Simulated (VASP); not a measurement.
# KF (R-3m) in VASP: a series of runs

The runs below take KF through single point, with LDA.

Everything below comes from runs of VASP 6.6.1. Logs are shortened: lines on timing, memory, paths and dates and some standing lists are left out, and cuts for length are marked.

## Step 1: The cell of the first run

Symmetry: R-3m, No. 166, trigonal system. The conventional cell has a = 3.632 Å, b = 3.632 Å, c = 9.040 Å, α = 90.00°, β = 90.00°, γ = 120.00°. Within 3.4 Å of K (site symmetry -3m) lie 6 F at 2.58 Å. F (site symmetry -3m) has 6 K at 2.58 Å within 3.4 Å.

## Step 2: Single point, LDA

File INCAR:

```
ALGO = Normal
EDIFF = 1E-6
ENCUT = 520
GGA = CA
ISIF = 2
ISMEAR = 0
LASPH = True
LCHARG = True
LELF = True
LREAL = False
LVHAR = True
LWAVE = False
NBANDS = 15
NELM = 60
PREC = Accurate
SIGMA = 0.05
```

File KPOINTS:

```
k-points
0
Gamma
  8 8 8
```

File POSCAR:

```
KF
1.0
    0.0277336125      2.5956606986      2.5956606986
    2.5956606986      0.0277336125      2.5956606986
    2.5956606986      2.5956606986      0.0277336125
K F
1 1
Direct
    0.0000000000      0.0000000000      0.0000000000
    0.5000000000      0.5000000000      0.5000000000
```

Potentials or basis: VASP PAW LDA potentials, release 64 (K_sv, F).

The run is started by

```bash
cat potpaw_LDA.64/K_sv/POTCAR potpaw_LDA.64/F/POTCAR > POTCAR
mpirun -np 1 vasp_std > vasp.out
```

OUTCAR:

```text
EDIFF = 1E-6
   ENCUT = 520
   GGA = CA
   ISIF = 2
   ISMEAR = 0
   LASPH = True
   LREAL = False
   NELM = 60
   PREC = Accurate

 ion  position               nearest neighbor table
   1  0.000  0.000  0.000-   2 2.58   2 2.58   2 2.58   2 2.58   2 2.58   2 2.58
   2  0.500  0.500  0.500-   1 2.58   1 2.58   1 2.58   1 2.58   1 2.58   1 2.58

  LATTYP: Found a trigonal (rhomboedric) cell.
 ALAT       =     3.6709233277
 COS(alpha) =     0.5106554578

  Lattice vectors:

 A1 = (   0.0277336125,   2.5956606986,   2.5956606986)
 A2 = (   2.5956606986,   0.0277336125,   2.5956606986)
 A3 = (   2.5956606986,   2.5956606986,   0.0277336125)

Analysis of symmetry for initial positions (statically):
=====================================================================
 Subroutine PRICEL returns:
 Original cell was already a primitive cell.

 Routine SETGRP: Setting up the symmetry group for a
 trigonal (rhombohedral) supercell.

 Subroutine GETGRP returns: Found 12 space group operations
 (whereof 12 operations were pure point group operations)
 out of a pool of 12 trial point group operations.

The static configuration has the point symmetry D_3d.

Analysis of symmetry for dynamics (positions and initial velocities):
=====================================================================
 Subroutine PRICEL returns:
 Original cell was already a primitive cell.

 Routine SETGRP: Setting up the symmetry group for a
 trigonal (rhombohedral) supercell.

 Subroutine GETGRP returns: Found 12 space group operations
 (whereof 12 operations were pure point group operations)
 out of a pool of 12 trial point group operations.

The dynamic configuration has the point symmetry D_3d.

 Subroutine INISYM returns: Found 12 space group operations
 (whereof 12 operations are pure point group operations),
 and found     1 'primitive' translations

----------------------------------------------------------------------------------------

                                     Primitive cell

  volume of cell :      34.4158

  direct lattice vectors                    reciprocal lattice vectors
     0.027733613  2.595660699  2.595660699    -0.195744248  0.193674908  0.193674908
     2.595660699  0.027733613  2.595660699     0.193674908 -0.195744248  0.193674908
     2.595660699  2.595660699  0.027733613     0.193674908  0.193674908 -0.195744248

  length of vectors
     3.670923328  3.670923328  3.670923328     0.336653755  0.336653755  0.336653755

  position of ions in fractional coordinates (direct lattice)
     0.000000000  0.000000000  0.000000000
     0.500000000  0.500000000  0.500000000

  ion indices of the primitive-cell ions
   primitive index   ion index
                 1           1
                 2           2

----------------------------------------------------------------------------------------

 KPOINTS: k-points

Automatic generation of k-mesh.
 Grid dimensions read from file:
 generate k-points for:    8    8    8

 Generating k-lattice:

  Cartesian coordinates                     Fractional coordinates (reciprocal lattice)
    -0.024468031  0.024209364  0.024209364     0.125000000  0.000000000  0.000000000
     0.024209364 -0.024468031  0.024209364     0.000000000  0.125000000  0.000000000
     0.024209364  0.024209364 -0.024468031     0.000000000  0.000000000  0.125000000

  Length of vectors
     0.042081719  0.042081719  0.042081719

  Shift w.r.t. Gamma in fractional coordinates (k-lattice)
     0.000000000  0.000000000  0.000000000

 Subroutine IBZKPT returns following result:
 ===========================================

 Found     65 irreducible k-points:

 Following reciprocal coordinates:
            Coordinates               Weight
  0.000000  0.000000  0.000000      1.000000
  0.125000  0.000000 -0.000000      6.000000
  0.250000  0.000000 -0.000000      6.000000
  0.375000  0.000000  0.000000      6.000000
  0.500000  0.000000 -0.000000      3.000000
  0.125000  0.125000  0.000000      6.000000
[... 16 lines left out ...]
  0.250000  0.125000  0.125000      6.000000
  0.375000  0.125000  0.125000      6.000000
 [... further k-points ...]
   k-points           NKPTS =     65   k-points in BZ     NKDIM =     65   number of bands    NBANDS=     15
   number of dos      NEDOS =    301   number of ions     NIONS =      2
   total plane-waves  NPLWV =  21952
   dimension x,y,z NGX =    28 NGY =   28 NGZ =   28
   dimension x,y,z NGXF=    56 NGYF=   56 NGZF=   56
   ions per type =               1   1
   NGX,Y,Z   is equivalent  to a cutoff of  12.68, 12.68, 12.68 a.u.
   NGXF,Y,Z  is equivalent  to a cutoff of  25.36, 25.36, 25.36 a.u.
 SYSTEM =  unknown system
   PREC   = accura    normal or accurate (medium, high low for compatibility)
   ISTART =      0    job   : 0-new  1-cont  2-samecut
   ICHARG =      2    charge: 1-file 2-atom 10-const
   ISPIN  =      1    spin polarized calculation?
   LNONCOLLINEAR =      F non collinear calculations
   LSORBIT =      F    spin-orbit coupling
   LASPH  =      T    aspherical Exc in radial PAW
   ENCUT  =  520.0 eV  38.22 Ry    6.18 a.u.   6.83  6.83  6.83*2*pi/ulx,y,z
   NELM   =     60;   NELMIN=  2; NELMDL= -5     # of ELM steps
   EDIFF  = 0.1E-05   stopping-criterion for ELM
   LREAL  =      F    real-space projection
   EDIFFG = 0.1E-04   stopping-criterion for IOM
   NSW    =      0    number of steps for IOM
   IBRION =     -1    ionic relax: 0-MD 1-quasi-New 2-CG
   NFREE  =      0    steps in history (QN), initial steepest desc. (CG)
   ISIF   =      2    stress and relaxation
   ISYM   =      2    0-nonsym 1-usesym 2-fastsym
   POTIM  = 0.5000    time-step for ionic-motion
   TEBEG  =    0.0;   TEEND  =   0.0 temperature during run
   PSTRESS=    0.0 pullay stress
   NELECT =      16.0000    total number of electrons
   NUPDOWN=      -1.0000    fix difference up-down
   EMIN   =  10.00;   EMAX   =-10.00  energy-range for DOS
   EFERMI =   0.00;   METHOD = LEGACY
   ISMEAR =     0;   SIGMA  =   0.05  broadening in eV -4-tet -1-fermi 0-gaus
   EFERMI_NEDOS =   21; number of points for ismear=-14 and -15
   IALGO  =     38    algorithm
   IMIX   =      4    mixing-type and parameters
     AMIX     =   0.40;   BMIX     =  1.00
     AMIX_MAG =   1.60;   BMIX_MAG =  1.00
  volume/ion in A,a.u.               =      17.21       116.12
  Fermi-wavevector in a.u.,A,eV,Ry     =   1.268223  2.396595 21.883480  1.608390
  Thomas-Fermi vector in A             =   2.401330
   LORBIT       =      0    0 simple, 1 ext, 2 COOP (PROOUT), +10 PAW based schemes
   GGA     = CA    functional components
   LHFCALC =     F    Hartree Fock is set to
   AEXX    =    0.0000 exact exchange contribution
   IVDW    =     0    specifies the selected vdW correction
   LEPSILON=     F    determine dielectric tensor
   LRPA    =     F    only Hartree local field effects (RPA)
 non-spin polarized calculation
 Gauss-broadening in eV      SIGMA  =   0.05
  energy-cutoff  :      520.00
  volume of cell :       34.42
 maximum number of plane-waves:       941
   NGX = 13   NGY = 13   NGZ = 13

 number of electron      15.9999999 magnetization

 Free energy of the ion-electron system (eV)
  ---------------------------------------------------
  ext. energy  EPLUGINS =         0.00000000
  ---------------------------------------------------
  free energy    TOTEN  =        -9.07102316 eV

  energy without entropy =       -9.07102316  energy(sigma->0) =       -9.07102316

 E-fermi :  -2.7167     XC(G=0):  -9.6116

 val. band max:       -2.9209613042   @ k =   0.0000   0.0000   0.0000
 cond. band min:       3.4174065905   @ k =   0.0000   0.0000   0.0000
 fundamental gap:      6.3383678947
 Fermi energy:        -2.7166592084

 k-point     1 :       0.0000    0.0000    0.0000
  band No.  band energies     occupation
      1     -28.3099      2.00000
      2     -21.1963      2.00000
      3     -11.6944      2.00000
      4     -11.6789      2.00000
      5     -11.6789      2.00000
      6      -2.9358      2.00000
      7      -2.9210      2.00000
      8      -2.9210      2.00000
      9       3.4174      0.00000
     10       7.7273      0.00000
     11       7.9101      0.00000
     12       7.9101      0.00000
     13       9.7358      0.00000
     14       9.7358      0.00000
     15      14.0903      0.00000

 k-point     2 :       0.1250    0.0000   -0.0000
  band No.  band energies     occupation
      1     -28.2853      2.00000
      2     -21.2206      2.00000
      3     -11.7354      2.00000
      4     -11.6983      2.00000
      5     -11.6868      2.00000
      6      -3.0988      2.00000
      7      -3.0078      2.00000
      8      -2.9920      2.00000
      9       3.9043      0.00000
     10       7.5851      0.00000
     11       7.9940      0.00000
     12       8.1591      0.00000
     13       9.9131      0.00000
     14       9.9168      0.00000
     15      14.9956      0.00000

 k-point     3 :       0.2500    0.0000   -0.0000
  band No.  band energies     occupation
      1     -28.2251      2.00000
      2     -21.2813      2.00000
      3     -11.8663      2.00000
      4     -11.7119      2.00000
      5     -11.7058      2.00000
      6      -3.4665      2.00000
      7      -3.1808      2.00000
      8      -3.1586      2.00000
      9       5.0764      0.00000
     10       7.2230      0.00000
     11       8.6062      0.00000
     12       8.7857      0.00000
     13      10.4434      0.00000
     14      10.4611      0.00000
     15      16.4643      0.00000
[... 343 lines left out ...]
 k-point    23 :       0.2500    0.1250    0.1250
  band No.  band energies     occupation
      1     -28.2511      2.00000
      2     -21.2554      2.00000
      3     -11.7845      2.00000
      4     -11.7731      2.00000
      5     -11.6704      2.00000
      6      -3.3561      2.00000
      7      -3.1385      2.00000
      8      -2.9673      2.00000
      9       4.5639      0.00000
     10       7.1493      0.00000
     11       8.4020      0.00000
     12       8.6389      0.00000
     13      10.2070      0.00000
     14      10.2191      0.00000
     15      16.0589      0.00000

 k-point    24 :       0.3750    0.1250    0.1250
  band No.  band energies     occupation
      1     -28.1915      2.00000
      2     -21.3075      2.00000
      3     -11.9298      2.00000
      4     -11.8200      2.00000
      5     -11.6900      2.00000
      6      -3.6238      2.00000
      7      -3.2931      2.00000
      8      -3.0842      2.00000
      9       5.6894      0.00000
     10       7.0007      0.00000
     11       9.0586      0.00000
     12       9.0951      0.00000
     13      10.7250      0.00000
     14      11.0425      0.00000
     15      16.1442      0.00000

 [... further k-points ...]

------------------------ aborting loop because EDIFF is reached ----------------------------------------

  FORCE on cell =-STRESS in cart. coord.  units (eV):
  Direction    XX          YY          ZZ          XY          YZ          ZX
  --------------------------------------------------------------------------------------
  -------------------------------------------------------------------------------------
  Total        0.0440417      0.0440417      0.0440417     -0.0316815     -0.0316815     -0.0316815
  in kB        2.0503003      2.0503003      2.0503003     -1.4748861     -1.4748861     -1.4748861
  external PRESSURE =       2.0503003 kB  Pullay stress =       0.0000000 kB

 VOLUME and BASIS-vectors are now :
 -----------------------------------------------------------------------------
  energy-cutoff  :      520.00
  volume of cell :       34.42
      direct lattice vectors                 reciprocal lattice vectors
     0.027733613  2.595660699  2.595660699    -0.195744248  0.193674908  0.193674908
     2.595660699  0.027733613  2.595660699     0.193674908 -0.195744248  0.193674908
     2.595660699  2.595660699  0.027733613     0.193674908  0.193674908 -0.195744248

 POSITION                                       TOTAL-FORCE (eV/Angst)
 -----------------------------------------------------------------------------------
      0.00000      0.00000      0.00000        -0.000000      0.000000     -0.000000
      2.60953      2.60953      2.60953         0.000000     -0.000000      0.000000
 -----------------------------------------------------------------------------------
    total drift:                                0.000000      0.000000      0.000000

  FREE ENERGIE OF THE ION-ELECTRON SYSTEM (eV)
  ---------------------------------------------------
  free  energy   TOTEN  =        -9.0710231645 eV

  energy  without entropy=       -9.0710231645  energy(sigma->0) =       -9.07102316
```

It took 68 s on 1 thread of AMD EPYC 7R13, shared host; peak memory 0.13 GiB.

Results:

- Free energy: -9.0710 eV
- Pressure: 0.2 GPa
- Band gap on the k mesh: 6.34 eV, direct

## Step 3: Single point, LDA

This run uses another cell than the first one, of 17.48 Å³/atom, 1.016 times its volume.

File INCAR:

```
ALGO = Normal
EDIFF = 1E-6
ENCUT = 520
ISIF = 2
ISMEAR = 0
LASPH = True
LCHARG = False
LREAL = False
LWAVE = False
NBANDS = 15
NELM = 80
PREC = Accurate
SIGMA = 0.05
```

KPOINTS is that of step 2.

File POSCAR:

```
KF
1.0
    0.0558068642      2.6236073634      2.6236073634
    2.6236073634      0.0558068642      2.6236073634
    2.6236073634      2.6236073634      0.0558068642
K F
1 1
Direct
    0.0000000000      0.0000000000      0.0000000000
    0.5000000000      0.5000000000      0.5000000000
```

Potentials or basis: VASP PAW LDA potentials, release 64 (K_sv, F).

The run is started by

```bash
cat potpaw_LDA.64/K_sv/POTCAR potpaw_LDA.64/F/POTCAR > POTCAR
mpirun -np 1 vasp_std > vasp.out
```

Run time: 69 s. Hardware: 1 thread of AMD EPYC 7R13, shared host; peak memory 0.13 GiB.

Results (log left out):

| Quantity | Value |
| --- | --- |
| Free energy | -9.0696 eV |
| Pressure | -0.5 GPa |
| Band gap on the k mesh | 6.24 eV, direct |

Stress tensor (GPa, compression positive):
```
-0.50 -0.31 -0.31
-0.31 -0.50 -0.31
-0.31 -0.31 -0.50
```

Levels at points of the mesh, in eV from the valence-band top:
| k point | band 6 | band 7 | band 8 | band 9 | band 10 | band 11 |
| --- | --- | --- | --- | --- | --- | --- |
| (0.00, 0.00, 0.00) | -0.03 | 0.00 | 0.00 | 6.24 | 10.49 | 10.84 |
| (0.50, 0.00, 0.00) | -0.97 | -0.50 | -0.44 | 9.14 | 10.89 | 12.22 |
| (0.50, 0.50, 0.00) | -0.17 | -0.05 | -0.03 | 7.93 | 10.59 | 12.09 |
| (0.50, 0.50, 0.50) | -0.96 | -0.41 | -0.41 | 9.04 | 10.76 | 12.32 |

A k mesh can miss the band edges. LDA gaps usually lie below the measured ones, often by a third to a half.
